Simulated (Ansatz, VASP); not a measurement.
## SnO: VASP beside Ansatz

```
CELL_PARAMETERS angstrom
3.80200 0.03802 0.03802
0.03802 3.80200 0.03802
0.04836 0.04836 4.83600
ATOMIC_POSITIONS crystal
Sn 0.00000 0.50000 0.23850
Sn 0.50000 0.00000 0.76150
O 0.00000 0.00000 0.00000
O 0.50000 0.50000 0.00000
```

Change from the starting cell: equal xy, yz and zx shear strains of +2 %.

Alike in both runs: task single point; functional PBE; k mesh 8 × 8 × 6; occupations fermi-dirac, width 0.01 eV; no spin polarisation.

|  | VASP | Ansatz |
| --- | --- | --- |
| version | VASP 6.6.1 | Ansatz 0.2.0 |
| potentials or method | VASP PAW PBE potentials, release 64 (Sn_d, O), cutoff 520 eV | all-electron LAPW, scalar-relativistic |

Ansatz gave:

```
pressure (GPa)                                                : 4.3
traceless stress, the component that is largest in VASP (GPa) : -1.64
rms of the force components (eV/Å)                            : 0.169
```

Estimate VASP's values.

pressure (GPa): 4.6; traceless stress, the component that is largest in VASP (GPa): -1.63; rms of the force components (eV/Å): 0.203.

Atom by atom the forces differ by 0.036 eV/Å (rms over components). Ansatz ran all-electron here, and VASP with PAW potentials.
